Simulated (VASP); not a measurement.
# GaSb (I-4m2) in VASP: further runs

GaSb is run at these levels: PBE; tasks: single point.

All numbers are computed with VASP 6.6.1; they aren't measurements. Logs are shortened: lines on timing, memory, paths and dates and some standing lists are left out, and cuts for length are marked.

## 1. The cell of the first run

It takes space group I-4m2 (No. 119, tetragonal). The conventional cell has a = 5.624 Å, b = 5.624 Å, c = 3.320 Å, α = 90.00°, β = 90.00°, γ = 90.00°. Within 3.9 Å of Ga (site symmetry -4m2) lie 8 Sb at 2.93 to 3.76 Å and 2 Ga at 3.32 Å. Sb (site symmetry -4m2) has 8 Ga at 2.93 to 3.76 Å and 2 Sb at 3.32 Å within 3.9 Å.

## 2. Single point, PBE

INCAR reads:

```
SYSTEM = GaSb
ALGO = Normal ; EDIFF = 1E-6
ENCUT = 520 ; GGA = PE
ISIF = 2 ; ISMEAR = 0
LASPH = .True. ; LCHARG = .True.
LELF = .True. ; LREAL = .False.
LVHAR = .True. ; LWAVE = .False.
NBANDS = 16 ; NELM = 100
PREC = Accurate ; SIGMA = 0.15
```

KPOINTS reads:

```
k-points
0
Gamma
  16 16 16
  0 0 0
```

POSCAR reads:

```
GaSb
1.0
   -2.8118500000      2.8118500000      1.6601500000
    2.8118500000     -2.8118500000      1.6601500000
    2.8118500000      2.8118500000     -1.6601500000
Ga Sb
1 1
Direct
    0.2500000000      0.7500000000      0.5000000000
    0.0000000000      0.0000000000      0.0000000000
```

Potentials or basis: VASP PAW PBE potentials, release 64 (Ga_d, Sb).

Launch:

```sh
$ cat potpaw_PBE.64/Ga_d/POTCAR potpaw_PBE.64/Sb/POTCAR > POTCAR
$ mpirun -np 1 vasp_std > vasp.out
```

OUTCAR:

```text
SYSTEM = GaSb
   EDIFF = 1E-6
   ENCUT = 520
   GGA = PE
   ISIF = 2
   ISMEAR = 0
   LASPH = .True.
   LREAL = .False.
   NELM = 100
   PREC = Accurate

 ion  position               nearest neighbor table
   1  0.250  0.750  0.500-   2 2.93   2 2.93   2 2.93   2 2.93
   2  0.000  0.000  0.000-   1 2.93   1 2.93   1 2.93   1 2.93

  LATTYP: Found a body centered tetragonal cell.
 ALAT       =     5.6237000000
 C/A-ratio  =     0.5904120063

  Lattice vectors:

 A1 = (  -2.8118500000,   2.8118500000,   1.6601500000)
 A2 = (   2.8118500000,  -2.8118500000,   1.6601500000)
 A3 = (   2.8118500000,   2.8118500000,  -1.6601500000)

Analysis of symmetry for initial positions (statically):
=====================================================================
 Subroutine PRICEL returns:
 Original cell was already a primitive cell.

 Routine SETGRP: Setting up the symmetry group for a
 body centered tetragonal supercell.

 Subroutine GETGRP returns: Found  8 space group operations
 (whereof  8 operations were pure point group operations)
 out of a pool of 16 trial point group operations.

The static configuration has the point symmetry D_2d.

Analysis of symmetry for dynamics (positions and initial velocities):
=====================================================================
 Subroutine PRICEL returns:
 Original cell was already a primitive cell.

 Routine SETGRP: Setting up the symmetry group for a
 body centered tetragonal supercell.

 Subroutine GETGRP returns: Found  8 space group operations
 (whereof  8 operations were pure point group operations)
 out of a pool of 16 trial point group operations.

The dynamic configuration has the point symmetry D_2d.

 Subroutine INISYM returns: Found  8 space group operations
 (whereof  8 operations are pure point group operations),
 and found     1 'primitive' translations

----------------------------------------------------------------------------------------

                                     Primitive cell

  volume of cell :      52.5039

  direct lattice vectors                    reciprocal lattice vectors
    -2.811850000  2.811850000  1.660150000     0.000000000  0.177818874  0.301177604
     2.811850000 -2.811850000  1.660150000     0.177818874  0.000000000  0.301177604
     2.811850000  2.811850000 -1.660150000     0.177818874  0.177818874  0.000000000

  length of vectors
     4.309187727  4.309187727  4.309187727     0.349753486  0.349753486  0.251473863

  position of ions in fractional coordinates (direct lattice)
     0.250000000  0.750000000  0.500000000
     0.000000000  0.000000000  0.000000000

[... 77 lines left out ...]
   LREAL  =      F    real-space projection
   EDIFFG = 0.1E-04   stopping-criterion for IOM
   NSW    =      0    number of steps for IOM
   IBRION =     -1    ionic relax: 0-MD 1-quasi-New 2-CG
   NFREE  =      0    steps in history (QN), initial steepest desc. (CG)
   ISIF   =      2    stress and relaxation
   ISYM   =      2    0-nonsym 1-usesym 2-fastsym
   POTIM  = 0.5000    time-step for ionic-motion
   TEBEG  =    0.0;   TEEND  =   0.0 temperature during run
   PSTRESS=    0.0 pullay stress
   NELECT =      18.0000    total number of electrons
   NUPDOWN=      -1.0000    fix difference up-down
   EMIN   =  10.00;   EMAX   =-10.00  energy-range for DOS
   EFERMI =   0.00;   METHOD = LEGACY
   ISMEAR =     0;   SIGMA  =   0.15  broadening in eV -4-tet -1-fermi 0-gaus
   EFERMI_NEDOS =   21; number of points for ismear=-14 and -15
   IALGO  =     38    algorithm
   IMIX   =      4    mixing-type and parameters
     AMIX     =   0.40;   BMIX     =  1.00
     AMIX_MAG =   1.60;   BMIX_MAG =  1.00
  volume/ion in A,a.u.               =      26.25       177.16
  Fermi-wavevector in a.u.,A,eV,Ry     =   1.145781  2.165213 17.861935  1.312815
  Thomas-Fermi vector in A             =   2.282468
   LORBIT       =      0    0 simple, 1 ext, 2 COOP (PROOUT), +10 PAW based schemes
   GGA     = PE    functional components
   LHFCALC =     F    Hartree Fock is set to
   AEXX    =    0.0000 exact exchange contribution
   IVDW    =     0    specifies the selected vdW correction
   LEPSILON=     F    determine dielectric tensor
   LRPA    =     F    only Hartree local field effects (RPA)
 non-spin polarized calculation
 Gauss-broadening in eV      SIGMA  =   0.15
  energy-cutoff  :      520.00
  volume of cell :       52.50
 maximum number of plane-waves:      1450
   NGX = 15   NGY = 15   NGZ = 15

 number of electron      17.9999997 magnetization

 Free energy of the ion-electron system (eV)
  ---------------------------------------------------
  ext. energy  EPLUGINS =         0.00000000
  ---------------------------------------------------
  free energy    TOTEN  =        -6.94490646 eV

  energy without entropy =       -6.93576242  energy(sigma->0) =       -6.94033444

 E-fermi :   5.6407     XC(G=0):  -9.8504

 val. band max:        5.6261701044   @ k =   0.1250   0.0625   0.0625
 cond. band min:       5.6469655188   @ k =  -0.2500  -0.3125   0.0625
 fundamental gap:      0.0207954145
 Fermi energy:         5.6406591080

 k-point     1 :       0.0000    0.0000    0.0000
  band No.  band energies     occupation
      1      -9.2274      2.00000
      2      -9.1533      2.00000
      3      -9.1460      2.00000
      4      -9.1460      2.00000
      5      -9.1458      2.00000
      6      -5.6909      2.00000
[... 433 lines left out ...]
      3      -9.1462      2.00000
      4      -9.1457      2.00000
      5      -9.1453      2.00000
      6      -5.6590      2.00000
[... 8 lines left out ...]
     15      14.7532      0.00000
     16      16.0607      0.00000

 [... further k-points ...]

------------------------ aborting loop because EDIFF is reached ----------------------------------------

  FORCE on cell =-STRESS in cart. coord.  units (eV):
  Direction    XX          YY          ZZ          XY          YZ          ZX
  --------------------------------------------------------------------------------------
  -------------------------------------------------------------------------------------
  Total       -0.9938365     -0.9938365     -1.2464718      0.0000000      0.0000000      0.0000000
  in kB      -30.3273111    -30.3273111    -38.0365750      0.0000000      0.0000000      0.0000000
  external PRESSURE =     -32.8970657 kB  Pullay stress =       0.0000000 kB

 VOLUME and BASIS-vectors are now :
 -----------------------------------------------------------------------------
  energy-cutoff  :      520.00
  volume of cell :       52.50
      direct lattice vectors                 reciprocal lattice vectors
    -2.811850000  2.811850000  1.660150000     0.000000000  0.177818874  0.301177604
     2.811850000 -2.811850000  1.660150000     0.177818874  0.000000000  0.301177604
     2.811850000  2.811850000 -1.660150000     0.177818874  0.177818874  0.000000000

 POSITION                                       TOTAL-FORCE (eV/Angst)
 -----------------------------------------------------------------------------------
      2.81185     -0.00000      0.83008        -0.000000      0.000000     -0.000000
      0.00000      0.00000      0.00000         0.000000     -0.000000      0.000000
 -----------------------------------------------------------------------------------
    total drift:                                0.000000     -0.000000      0.000000

  FREE ENERGIE OF THE ION-ELECTRON SYSTEM (eV)
  ---------------------------------------------------
  free  energy   TOTEN  =        -6.9449064587 eV

  energy  without entropy=       -6.9357624226  energy(sigma->0) =       -6.94033444
```

OSZICAR:

```text
N       E                     dE             d eps       ncg     rms          rms(c)
DAV:   1     0.830179665011E+02    0.83018E+02   -0.82356E+03 11168   0.143E+03
DAV:   2    -0.721860203729E+00   -0.83740E+02   -0.81018E+02 13136   0.316E+02
DAV:   3    -0.685412927702E+01   -0.61323E+01   -0.61057E+01 13512   0.636E+01
DAV:   4    -0.696264492250E+01   -0.10852E+00   -0.10850E+00 13656   0.936E+00
DAV:   5    -0.696516015151E+01   -0.25152E-02   -0.25152E-02 14192   0.129E+00    0.214E+00
DAV:   6    -0.694769371979E+01    0.17466E-01   -0.37864E-02 14768   0.289E+00    0.119E+00
DAV:   7    -0.694489780373E+01    0.27959E-02   -0.12903E-02 16352   0.108E+00    0.228E-01
DAV:   8    -0.694488381904E+01    0.13985E-04   -0.16859E-03 14264   0.489E-01    0.367E-02
DAV:   9    -0.694490679683E+01   -0.22978E-04   -0.11956E-04 14512   0.953E-02    0.208E-02
DAV:  10    -0.694490645865E+01    0.33818E-06   -0.70731E-06 14208   0.248E-02
   1 F= -.69449065E+01 E0= -.69403344E+01  d E =-.914404E-02
```

It took 82 s on 1 thread of AMD EPYC 9R45 (Zen 5), shared host; peak memory 0.39 GiB.

What came out:

| Item | Value |
| --- | --- |
| Free energy | -6.9449 eV |
| Pressure | -3.3 GPa |
| Band gap on the k mesh | zero (bands 9 and 10 overlap by 4.48 eV) |

Stress tensor (GPa, compression positive):
```
-3.03  0.00  0.00
 0.00 -3.03  0.00
 0.00  0.00 -3.80
```

Levels at points of the mesh, in eV from the Fermi level:
| k point | band 5 | band 6 | band 7 | band 8 | band 9 | band 10 | band 11 | band 12 | band 13 | band 14 |
| --- | --- | --- | --- | --- | --- | --- | --- | --- | --- | --- |
| (0.00, 0.00, 0.00) | -14.79 | -11.33 | -3.00 | -1.58 | -1.58 | 3.67 | 4.22 | 6.73 | 6.73 | 6.73 |
| (0.50, 0.00, 0.00) | -14.77 | -8.28 | -5.29 | -2.34 | -1.39 | -0.96 | 2.52 | 3.10 | 4.84 | 7.91 |
| (0.50, 0.50, 0.00) | -14.78 | -10.00 | -7.51 | 0.09 | 1.80 | 2.05 | 2.37 | 4.01 | 6.00 | 7.81 |
| (0.50, 0.50, 0.50) | -14.76 | -9.02 | -5.63 | -4.45 | -4.45 | 2.87 | 4.44 | 9.66 | 9.66 | 11.72 |

Caveat: the cell stands under tension; spin-orbit coupling is left out, which moves the levels of the heavy elements.

## 3. Single point, PBE

INCAR reads:

```
SYSTEM = GaSb
ALGO = Normal
EDIFF = 1E-6
ENCUT = 520
GGA = PE
ISIF = 2
ISMEAR = 0
LASPH = .TRUE.
LCHARG = .FALSE.
LREAL = .FALSE.
LWAVE = .FALSE.
NBANDS = 16
NELM = 100
PREC = Accurate
SIGMA = 0.15
```

KPOINTS reads:

```
k-points
0
G
  16 16 16
  0 0 0
```

POSCAR reads:

```
GaSb
1.0
   -2.9040000000      2.9040000000      1.5547500000
    2.9040000000     -2.9040000000      1.5547500000
    2.9040000000      2.9040000000     -1.5547500000
Ga Sb
1 1
Direct
    0.2500000000      0.7500000000      0.5000000000
    0.0000000000      0.0000000000      0.0000000000
```

Potentials or basis: VASP PAW PBE potentials, release 64 (Ga_d, Sb).

Launch:

```sh
$ cat potpaw_PBE.64/Ga_d/POTCAR potpaw_PBE.64/Sb/POTCAR > POTCAR
$ mpirun -np 1 vasp_std > vasp.out
```

Wall time 2.1 min (1 thread of AMD EPYC 9R45 (Zen 5), shared host); peak memory 0.41 GiB.

Results (log left out):

```yaml
Free_energy: -6.9277 eV
Pressure: -3.4 GPa
Band_gap_on_the_k_mesh: zero (bands 9 and 10 overlap by 3.93 eV)
```

Stress tensor (GPa, compression positive):
```
-4.35  0.00  0.00
 0.00 -4.35  0.00
 0.00  0.00 -1.64
```

Levels at points of the mesh, in eV from the Fermi level:
```csv
k point,band 5,band 6,band 7,band 8,band 9,band 10,band 11,band 12,band 13,band 14
"(0.00, 0.00, 0.00)",-14.75,-11.40,-3.83,-1.93,-1.93,3.34,5.55,6.18,6.18,8.03
"(0.50, 0.00, 0.00)",-14.72,-7.79,-5.06,-2.56,-1.12,-1.00,2.63,2.91,4.63,7.39
"(0.50, 0.50, 0.00)",-14.75,-10.28,-7.60,-0.35,1.28,1.60,1.73,5.15,7.37,9.10
"(0.50, 0.50, 0.50)",-14.75,-9.48,-5.95,-4.53,-4.53,4.43,6.07,8.72,8.72,12.04
```

Caveat: the cell stands under tension; spin-orbit coupling is left out, which moves the levels of the heavy elements.

The gap in the log of VASP goes by the Fermi energy; the results here count the filled bands.